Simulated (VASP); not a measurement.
Set up this calculation in VASP 6.6.1, as the native input.

```
Task                   : single point
Functional             : PBEsol
Potentials or basis    : VASP PAW PBE potentials, release 64 (Al, Cu)
Cutoff                 : 520 eV
k mesh                 : 4 × 4 × 4
Occupations            : gaussian, width 0.1 eV
Spin                   : no spin polarisation
Dipole correction      : no
Further INCAR settings : ALGO = Fast; EDIFF = 1e-06; NBANDS = 16
```

The structure of Al2Cu lies in POSCAR:

```
Al2Cu
1.0
    4.1051820000      0.0000000000      0.0000000000
    0.0000000000      4.1051820000      0.0000000000
    0.0000000000      0.0000000000      2.8913130000
Al Cu
2 1
Direct
    0.5000000000      0.0000000000      0.5000000000
    0.0000000000      0.5000000000      0.5000000000
    0.0000000000      0.0000000000      0.0000000000
```

The input as run:

INCAR

```
SYSTEM = Al2Cu
  PREC = Accurate
  ENCUT = 520
  EDIFF = 1E-6
  ISMEAR = 0
  SIGMA = 0.1
  LREAL = .False.
  LASPH = .True.
  NELM = 80
  ALGO = Fast
  ISIF = 2
  LWAVE = .False.
  LCHARG = .False.
  GGA = PS
  NBANDS = 16
```

KPOINTS

```
regular mesh
0
Gamma
  4 4 4
  0 0 0
```

Potentials or basis: VASP PAW PBE potentials, release 64 (Al, Cu).

Command:

```sh
$ cat potpaw_PBE.64/Al/POTCAR potpaw_PBE.64/Cu/POTCAR > POTCAR
$ mpirun -np 1 vasp_std > vasp.out
```

Results of the run:

```json
{
  "Pressure": "-1.7 GPa",
  "Band gap on the k mesh": "zero (an odd number of electrons rules out a gap without spin polarisation)"
}
```

Caveat: the k points lie up to 0.54 Å⁻¹ apart, too coarse for converged energies and pressures of a metal; the PAW data sets were made with another functional, which shifts forces and pressure a little.

Wall time 19 s on 1 thread of Intel Xeon 8259CL (shared host), peak memory 0.16 GiB.
